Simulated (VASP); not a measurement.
N:

```
N
1.0
     6.08237    0.00000    0.00000
     0.00000    6.08237    0.00000
     0.00000    0.00000    6.08237
N
8
Direct
  0.05229 0.05229 0.05229
  0.44771 0.94771 0.55229
  0.55229 0.44771 0.94771
  0.94771 0.55229 0.44771
  0.94771 0.94771 0.94771
  0.55229 0.05229 0.44771
  0.44771 0.55229 0.05229
  0.05229 0.44771 0.55229
```

- Program: VASP 6.6.1
- Task: relaxation of cell and atoms
- Functional: PBE
- Potentials or basis: VASP PAW PBE potentials, release 64 (N)
- Cutoff: 600 eV
- k mesh: 4 × 4 × 4
- Occupations: gaussian, width 0.02 eV
- Spin: no spin polarisation

At the start: pressure 1.6 GPa; volume 28.13 Å³/atom.

Q: How do energy, volume and symmetry change on relaxing?

A: Over 13 steps the energy falls by 5.5 meV/atom and the volume is 25.48 Å³/atom (-9.4 %); space group Pa-3 (No. 205, to 0.05 Å).

The path:
| step | energy change (eV) | largest force (eV/Å) | pressure (GPa) | volume (Å³) |
| --- | --- | --- | --- | --- |
| 1 | 0.0000 | 1.6653 | 1.61 | 225.02 |
| 2 | 5.5518 | 13.4219 | -15.73 | 234.35 |
| 3 | -0.0324 | 0.3858 | -0.52 | 225.60 |
| 4 | -0.0344 | 0.0639 | -0.19 | 225.49 |
| 5 | -0.0345 | 0.0062 | -0.11 | 225.47 |
| 6 | -0.0345 | 0.0321 | -0.08 | 225.46 |
| 7 | -0.0349 | 0.0303 | -0.08 | 224.97 |
| 8 | -0.0359 | 0.0238 | -0.09 | 223.52 |
| 9 | -0.0379 | 0.0139 | -0.09 | 220.64 |
| 10 | -0.0411 | 0.0062 | -0.07 | 214.95 |
| 11 | -0.0436 | 0.0415 | 0.06 | 203.87 |
| 12 | 0.0437 | 2.4531 | -2.87 | 203.61 |
| 13 | -0.0436 | 0.0020 | 0.01 | 203.87 |

Final structure:
```
N
1.0
     5.88552    0.00000    0.00000
     0.00000    5.88552    0.00000
     0.00000    0.00000    5.88552
N
8
Direct
  0.05455 0.05455 0.05455
  0.44545 0.94545 0.55455
  0.55455 0.44545 0.94545
  0.94545 0.55455 0.44545
  0.94545 0.94545 0.94545
  0.55455 0.05455 0.44545
  0.44545 0.55455 0.05455
  0.05455 0.44545 0.55455
```

Caveat: the standard files for N, O and F lose accuracy on very short bonds.
